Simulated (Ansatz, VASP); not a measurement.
**Two plane-wave programs on Cu**

```
Cu
1.0
    -1.45809    1.45809    1.33600
     1.45809   -1.45809    1.33600
     1.45809    1.45809   -1.33600
Cu
1
Cartesian
  0.0000 0.0000 0.0000
```

Alike in both runs: functional PBEsol; k mesh 12 × 12 × 12; occupations gaussian, width 0.1 eV; no spin polarisation.

Ansatz relaxed the structure, and its values are those at the end. VASP's run is a single point on that final structure, the one shown.

|  | VASP | Ansatz |
| --- | --- | --- |
| version | VASP 6.6.1 | Ansatz 0.2.0 |
| potentials or method | VASP PAW PBE potentials, release 64 (Cu), cutoff 520 eV | scalar-relativistic, plane waves, PAW |
| valence electrons in the cell | 11 | 19 |

Ansatz gave:

* gap on the k mesh at the Fermi level (eV): none
* pressure (GPa): 0.0

Problem. Estimate VASP's values.

Solution. gap on the k mesh at the Fermi level (eV): none; pressure (GPa): 0.7.

VASP's potentials were made for PBE, not for PBEsol. A gap of «none» marks a metal or a gap that the smearing closes. VASP's potentials hold 11 valence electrons a cell and Ansatz's 19, so a difference there can come from the potentials and not from the codes.
